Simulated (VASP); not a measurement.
Write the native input for VASP 6.6.1 that does the following.

```
Task                   : relaxation of cell and atoms
Functional             : PBE
Potentials or basis    : VASP PAW PBE potentials, release 64 (Cd, Mo_sv)
Cutoff                 : 600 eV
k mesh                 : 6 × 6 × 6
Occupations            : gaussian, width 0.1 eV
Spin                   : no spin polarisation
Dipole correction      : no
Further INCAR settings : ALGO = Normal; EDIFF = 1e-07; IBRION = 2; EDIFFG = -0.04; NSW = 90; ISIF = 3
```

The structure of CdMo2 lies in POSCAR:

```
CdMo2
1.0
    1.7403584014      1.0047963915      5.2563275782
   -1.7403584014      1.0047963915      5.2563275782
    0.0000000000     -2.0095927830      5.2563275782
Cd Mo
1 2
Direct
    0.0000000000      0.0000000000      0.0000000000
    0.7500000000      0.7500000000      0.7500000000
    0.2500000000      0.2500000000      0.2500000000
```

The input as run:

INCAR

```
PREC = Accurate
ENCUT = 600
EDIFF = 1E-7
ISMEAR = 0
SIGMA = 0.1
LREAL = False
LASPH = True
NELM = 80
ALGO = Normal
ISIF = 3
LWAVE = False
LCHARG = False
GGA = PE
IBRION = 2
NSW = 90
EDIFFG = -0.04
```

KPOINTS

```
regular mesh
0
Gamma
  6 6 6
```

Potentials or basis: VASP PAW PBE potentials, release 64 (Cd, Mo_sv).

Command:

```bash
$ cat potpaw_PBE.64/Cd/POTCAR potpaw_PBE.64/Mo_sv/POTCAR > POTCAR
$ mpirun -np 1 vasp_std > vasp.out
```

It gave:

| Item | Value |
| --- | --- |
| Relaxed volume | 18.39 Å³/atom |
| Relaxed cell | a = 7.072 Å, b = 7.072 Å, c = 7.072 Å, α = 24.90°, β = 24.90°, γ = 24.90° |
| Space group after relaxing (to 0.1 Å) | R-3m (No. 166) |
| Energy gained by relaxing | 2455.7 meV/atom |
| Ionic steps | 27 |
| Pressure after relaxing | 0.1 GPa |
| Largest force after relaxing | 0.019 eV/Å |
| Band gap on the k mesh | zero (bands 20 and 21 overlap by 2.46 eV) |

Caveat: a cell axis changed by over 15 % at a fixed basis, so the end point is rough.

Run time: 17 min on 1 thread of Intel(R) Xeon(R) 6975P-C (Granite Rapids), with other jobs on the host, peak memory 0.39 GiB.
